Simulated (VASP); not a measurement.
Here is a VASP 6.6.1 calculation.

INCAR

```
PREC = Accurate
ENCUT = 600
EDIFF = 1E-7
ISMEAR = -1
SIGMA = 0.05
LREAL = False
LASPH = True
NELM = 80
ALGO = Normal
ISIF = 3
LWAVE = False
LCHARG = False
GGA = PE
IBRION = 2
NSW = 100
EDIFFG = -0.005
```

KPOINTS

```
regular mesh
0
Gamma
  9 9 9
```

The input POSCAR:

```
BiTe
1.0
    0.0000000000      3.2023209981      3.2023209981
    3.2023209981      0.0000000000      3.2023209981
    3.2023209981      3.2023209981      0.0000000000
Bi Te
1 1
Direct
    0.0000000000      0.0000000000      0.0000000000
    0.5000000000      0.5000000000      0.5000000000
```

Potentials or basis: VASP PAW PBE potentials, release 64 (Bi_d, Te).

Command:

```console
$ cat potpaw_PBE.64/Bi_d/POTCAR potpaw_PBE.64/Te/POTCAR > POTCAR
$ mpirun -np 1 vasp_std > vasp.out
```

Q: What does it give for the relaxed volume?

A: 34.36 Å³/atom.

Q: What does it give for the space group after relaxing (to 0.05 Å)?

A: Fm-3m (No. 225).

Step by step:
| step | energy change (eV) | largest force (eV/Å) | pressure (GPa) | volume (Å³) |
| --- | --- | --- | --- | --- |
| 1 | 0.0000 | 0.0000 | 2.37 | 65.68 |
| 2 | -0.0157 | 0.0000 | -1.07 | 70.40 |
| 3 | -0.0215 | 0.0000 | 0.00 | 68.71 |

 Zero-point motion and thermal expansion aren't in these numbers.
